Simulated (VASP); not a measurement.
# MgO (base) (Fm-3m) in VASP: density of states with PBE

Aim: the density of states of MgO (base) with PBE.

All numbers are computed with VASP 6.6.1; they aren't measurements. Logs are shortened: lines on timing, memory, paths and dates and some standing lists are left out, and cuts for length are marked.

### 1 The cell of the first run

The structure is cubic, space group Fm-3m (No. 225). The conventional cell has a = 4.147 Å, b = 4.147 Å, c = 4.147 Å, α = 90.00°, β = 90.00°, γ = 90.00°. Within 2.7 Å of Mg (site symmetry m-3m) lie 6 O at 2.07 Å. O (site symmetry m-3m) has 6 Mg at 2.07 Å within 2.7 Å.

### 2 Density of states, PBE

Input file POSCAR:

```
MgO
1.0
    0.0000000000      2.0735085657      2.0735085657
    2.0735085657      0.0000000000      2.0735085657
    2.0735085657      2.0735085657      0.0000000000
Mg O
1 1
Direct
    0.0000000000      0.0000000000      0.0000000000
    0.5000000000      0.5000000000      0.5000000000
```

Input file INCAR.step1:

```
ALGO = Normal
EDIFF = 1E-6
ENCUT = 520
GGA = PE
GGA_COMPAT = F
ISIF = 2
ISMEAR = 0
LASPH = T
LCHARG = T
LORBIT = 11
LREAL = F
LWAVE = F
NBANDS = 11
NEDOS = 2001
NELM = 120
PREC = Accurate
SIGMA = 0.02
```

Input file KPOINTS.step1:

```
k-points
0
Gamma
  10 10 10
```

Input file INCAR.step2:

```
ALGO = Normal
EDIFF = 1E-6
ENCUT = 520
GGA = PE
GGA_COMPAT = F
ICHARG = 11
ISIF = 2
ISMEAR = -5
LASPH = T
LCHARG = F
LORBIT = 10
LREAL = F
LWAVE = F
NEDOS = 2001
NELM = 120
PREC = Accurate
SIGMA = 0.02
```

Input file KPOINTS.step2:

```
k-points
0
Gamma
  15 15 15
```

Potentials or basis: VASP PAW PBE potentials, release 64 (Mg, O).

Run with:

```console
$ cat potpaw_PBE.64/Mg/POTCAR potpaw_PBE.64/O/POTCAR > POTCAR
$ cp INCAR.step1 INCAR
$ cp KPOINTS.step1 KPOINTS
$ mpirun -np 1 vasp_std > vasp.out
$ cp INCAR.step2 INCAR
$ cp KPOINTS.step2 KPOINTS
$ mpirun -np 1 vasp_std > vasp.out
```

OUTCAR:

```text
EDIFF = 1E-6
   ENCUT = 520
   GGA = PE
   ICHARG = 11
   ISIF = 2
   ISMEAR = -5
   LASPH = T
   LORBIT = 10
   LREAL = F
   NELM = 120
   PREC = Accurate

 ion  position               nearest neighbor table
   1  0.000  0.000  0.000-   2 2.07   2 2.07   2 2.07   2 2.07   2 2.07   2 2.07
   2  0.500  0.500  0.500-   1 2.07   1 2.07   1 2.07   1 2.07   1 2.07   1 2.07

  LATTYP: Found a face centered cubic cell.
 ALAT       =     4.1470171314

  Lattice vectors:

 A1 = (   0.0000000000,   2.0735085657,   2.0735085657)
 A2 = (   2.0735085657,   0.0000000000,   2.0735085657)
 A3 = (   2.0735085657,   2.0735085657,   0.0000000000)

Analysis of symmetry for initial positions (statically):
=====================================================================
 Subroutine PRICEL returns:
 Original cell was already a primitive cell.

 Routine SETGRP: Setting up the symmetry group for a
 face centered cubic supercell.

 Subroutine GETGRP returns: Found 48 space group operations
 (whereof 48 operations were pure point group operations)
 out of a pool of 48 trial point group operations.

The static configuration has the point symmetry O_h .

Analysis of symmetry for dynamics (positions and initial velocities):
=====================================================================
 Subroutine PRICEL returns:
 Original cell was already a primitive cell.

 Routine SETGRP: Setting up the symmetry group for a
 face centered cubic supercell.

 Subroutine GETGRP returns: Found 48 space group operations
 (whereof 48 operations were pure point group operations)
 out of a pool of 48 trial point group operations.

The dynamic configuration has the point symmetry O_h .

 Subroutine INISYM returns: Found 48 space group operations
 (whereof 48 operations are pure point group operations),
 and found     1 'primitive' translations

----------------------------------------------------------------------------------------

                                     Primitive cell

  volume of cell :      17.8298

  direct lattice vectors                    reciprocal lattice vectors
     0.000000000  2.073508566  2.073508566    -0.241137176  0.241137176  0.241137176
     2.073508566  0.000000000  2.073508566     0.241137176 -0.241137176  0.241137176
     2.073508566  2.073508566  0.000000000     0.241137176  0.241137176 -0.241137176

  length of vectors
     2.932383935  2.932383935  2.932383935     0.417661840  0.417661840  0.417661840

  position of ions in fractional coordinates (direct lattice)
     0.000000000  0.000000000  0.000000000
     0.500000000  0.500000000  0.500000000

  ion indices of the primitive-cell ions
   primitive index   ion index
                 1           1
                 2           2

----------------------------------------------------------------------------------------

 KPOINTS: k-points

Automatic generation of k-mesh.
 Grid dimensions read from file:
 generate k-points for:   15   15   15

 Generating k-lattice:

  Cartesian coordinates                     Fractional coordinates (reciprocal lattice)
    -0.016075812  0.016075812  0.016075812     0.066666667  0.000000000  0.000000000
     0.016075812 -0.016075812  0.016075812     0.000000000  0.066666667  0.000000000
     0.016075812  0.016075812 -0.016075812     0.000000000  0.000000000  0.066666667

  Length of vectors
     0.027844123  0.027844123  0.027844123

  Shift w.r.t. Gamma in fractional coordinates (k-lattice)
     0.000000000  0.000000000  0.000000000

 TETIRR: Found    484 inequivalent tetrahedra from    20250

 Subroutine IBZKPT returns following result:
 ===========================================

 Found    120 irreducible k-points:

 Following reciprocal coordinates:
            Coordinates               Weight
  0.000000  0.000000  0.000000      1.000000
  0.066667  0.000000  0.000000      8.000000
  0.133333  0.000000  0.000000      8.000000
  0.200000  0.000000  0.000000      8.000000
  0.266667  0.000000  0.000000      8.000000
  0.333333  0.000000  0.000000      8.000000
[... 16 lines left out ...]
  0.133333  0.133333  0.000000      6.000000
  0.200000  0.133333  0.000000     24.000000
 [... further k-points ...]
   k-points           NKPTS =    120   k-points in BZ     NKDIM =    120   number of bands    NBANDS=      8
   number of dos      NEDOS =   2001   number of ions     NIONS =      2
   total plane-waves  NPLWV =  13824
   dimension x,y,z NGX =    24 NGY =   24 NGZ =   24
   dimension x,y,z NGXF=    48 NGYF=   48 NGZF=   48
   ions per type =               1   1
   NGX,Y,Z   is equivalent  to a cutoff of  13.61, 13.61, 13.61 a.u.
   NGXF,Y,Z  is equivalent  to a cutoff of  27.21, 27.21, 27.21 a.u.
 SYSTEM =  unknown system
   PREC   = accura    normal or accurate (medium, high low for compatibility)
   ISTART =      0    job   : 0-new  1-cont  2-samecut
   ICHARG =     11    charge: 1-file 2-atom 10-const
   ISPIN  =      1    spin polarized calculation?
   LNONCOLLINEAR =      F non collinear calculations
   LSORBIT =      F    spin-orbit coupling
   LASPH  =      T    aspherical Exc in radial PAW
   ENCUT  =  520.0 eV  38.22 Ry    6.18 a.u.   5.45  5.45  5.45*2*pi/ulx,y,z
   NELM   =    120;   NELMIN=  2; NELMDL=  0     # of ELM steps
   EDIFF  = 0.1E-05   stopping-criterion for ELM
   LREAL  =      F    real-space projection
   EDIFFG = 0.1E-04   stopping-criterion for IOM
   NSW    =      0    number of steps for IOM
   IBRION =     -1    ionic relax: 0-MD 1-quasi-New 2-CG
   NFREE  =      0    steps in history (QN), initial steepest desc. (CG)
   ISIF   =      2    stress and relaxation
   ISYM   =      2    0-nonsym 1-usesym 2-fastsym
   POTIM  = 0.5000    time-step for ionic-motion
   TEBEG  =    0.0;   TEEND  =   0.0 temperature during run
   PSTRESS=    0.0 pullay stress
   NELECT =       8.0000    total number of electrons
   NUPDOWN=      -1.0000    fix difference up-down
   EMIN   =  10.00;   EMAX   =-10.00  energy-range for DOS
   EFERMI =   0.00;   METHOD = LEGACY
   ISMEAR =    -5;   SIGMA  =   0.02  broadening in eV -4-tet -1-fermi 0-gaus
   EFERMI_NEDOS =   21; number of points for ismear=-14 and -15
   IALGO  =     38    algorithm
   IMIX   =      4    mixing-type and parameters
     AMIX     =   0.40;   BMIX     =  1.00
     AMIX_MAG =   1.60;   BMIX_MAG =  1.00
  volume/ion in A,a.u.               =       8.91        60.16
  Fermi-wavevector in a.u.,A,eV,Ry     =   1.253302  2.368397 21.371561  1.570765
  Thomas-Fermi vector in A             =   2.387161
   LORBIT       =     10    0 simple, 1 ext, 2 COOP (PROOUT), +10 PAW based schemes
   GGA     = PE    functional components
   LHFCALC =     F    Hartree Fock is set to
   AEXX    =    0.0000 exact exchange contribution
   IVDW    =     0    specifies the selected vdW correction
   LEPSILON=     F    determine dielectric tensor
   LRPA    =     F    only Hartree local field effects (RPA)
 non-spin polarized calculation
 Fermi weights with tetrahedron method with Bloechl corrections
  energy-cutoff  :      520.00
  volume of cell :       17.83
 maximum number of plane-waves:       531
 NGX is ok and might be reduce to    24

 number of electron       7.9999999 magnetization

 Free energy of the ion-electron system (eV)
  ---------------------------------------------------
  ext. energy  EPLUGINS =         0.00000000
  ---------------------------------------------------
  free energy    TOTEN  =       -11.86129268 eV

  energy without entropy =      -11.86129268  energy(sigma->0) =      -11.86129268

 E-fermi :   3.5598     XC(G=0): -11.3020

 val. band max:        3.5464596381   @ k =   0.0000   0.0000   0.0000
 cond. band min:       8.7409327894   @ k =   0.0000   0.0000   0.0000
 fundamental gap:      5.1944731514
 Fermi energy:         3.5597924940

 k-point     1 :       0.0000    0.0000    0.0000
  band No.  band energies     occupation
      1     -13.9636      2.00000
      2       3.5465      2.00000
      3       3.5465      2.00000
      4       3.5465      2.00000
      5       8.7409      0.00000
      6      19.6102      0.00000
      7      19.6102      0.00000
      8      19.6102      0.00000

 k-point     2 :       0.0667    0.0000    0.0000
  band No.  band energies     occupation
      1     -13.9118      2.00000
      2       3.2314      2.00000
      3       3.5131      2.00000
      4       3.5131      2.00000
      5       9.0406      0.00000
      6      18.9259      0.00000
      7      19.7291      0.00000
      8      19.7291      0.00000

 k-point     3 :       0.1333    0.0000    0.0000
  band No.  band energies     occupation
      1     -13.7628      2.00000
      2       2.4645      2.00000
      3       3.4203      2.00000
      4       3.4203      2.00000
      5       9.7488      0.00000
      6      17.7780      0.00000
      7      20.0439      0.00000
      8      20.0439      0.00000

 k-point     4 :       0.2000    0.0000    0.0000
  band No.  band energies     occupation
      1     -13.5330      2.00000
      2       1.5177      2.00000
      3       3.2876      2.00000
      4       3.2876      2.00000
      5      10.5535      0.00000
      6      16.8499      0.00000
      7      20.4122      0.00000
      8      20.4122      0.00000

 k-point     5 :       0.2667    0.0000    0.0000
  band No.  band energies     occupation
      1     -13.2515      2.00000
      2       0.5671      2.00000
      3       3.1405      2.00000
      4       3.1405      2.00000
      5      11.2137      0.00000
      6      16.3397      0.00000
      7      20.6122      0.00000
      8      20.6122      0.00000
[... 177 lines left out ...]
 k-point    22 :      -0.0667    0.0667    0.0000
  band No.  band energies     occupation
      1     -13.8280      2.00000
      2       2.8166      2.00000
      3       3.3918      2.00000
      4       3.4872      2.00000
      5       9.4714      0.00000
      6      18.1679      0.00000
      7      19.9147      0.00000
      8      19.9177      0.00000

 k-point    23 :       0.1333    0.1333    0.0000
  band No.  band energies     occupation
      1     -13.6995      2.00000
      2       2.3805      2.00000
      3       3.2703      2.00000
      4       3.2703      2.00000
      5      10.0838      0.00000
      6      17.1649      0.00000
      7      20.2738      0.00000
      8      20.2738      0.00000

 k-point    24 :       0.2000    0.1333    0.0000
  band No.  band energies     occupation
      1     -13.5331      2.00000
      2       1.7775      2.00000
      3       3.1320      2.00000
      4       3.1370      2.00000
      5      10.7370      0.00000
      6      16.4058      0.00000
      7      20.5184      0.00000
      8      20.6099      0.00000

 [... further k-points ...]
[... 5 lines left out ...]
  --------------------------------------------------------------------------------------
  -------------------------------------------------------------------------------------
  Total        1.4028894      1.4028894      1.4028894     -0.0000000      0.0000000      0.0000000
  in kB      126.0626791    126.0626791    126.0626791     -0.0000000      0.0000000      0.0000000
  external PRESSURE =     126.0626791 kB  Pullay stress =       0.0000000 kB

 VOLUME and BASIS-vectors are now :
 -----------------------------------------------------------------------------
  energy-cutoff  :      520.00
  volume of cell :       17.83
      direct lattice vectors                 reciprocal lattice vectors
     0.000000000  2.073508566  2.073508566    -0.241137176  0.241137176  0.241137176
     2.073508566  0.000000000  2.073508566     0.241137176 -0.241137176  0.241137176
     2.073508566  2.073508566  0.000000000     0.241137176  0.241137176 -0.241137176

 POSITION                                       TOTAL-FORCE (eV/Angst)
 -----------------------------------------------------------------------------------
      0.00000      0.00000      0.00000         0.000000      0.000000     -0.000000
      2.07351      2.07351      2.07351        -0.000000     -0.000000      0.000000
 -----------------------------------------------------------------------------------
    total drift:                               -0.000000     -0.000000      0.000000

  FREE ENERGIE OF THE ION-ELECTRON SYSTEM (eV)
  ---------------------------------------------------
  free  energy   TOTEN  =       -11.8612926769 eV

  energy  without entropy=      -11.8612926769  energy(sigma->0) =      -11.86129268

 total charge

# of ion       s       p       d       tot
------------------------------------------
    1        0.155   0.194   0.089   0.439
    2        1.543   3.589   0.000   5.132
--------------------------------------------------
tot          1.698   3.783   0.089   5.571
```

Wall time 13 s (1 thread of Intel Xeon Platinum 8259CL at 2.50GHz (Skylake/Cascade Lake), shared host); peak memory 0.15 GiB.

What came out:

```yaml
Valence_electrons_inside_the_program's_atomic_spheres: Mg 0.44; O 5.13
```
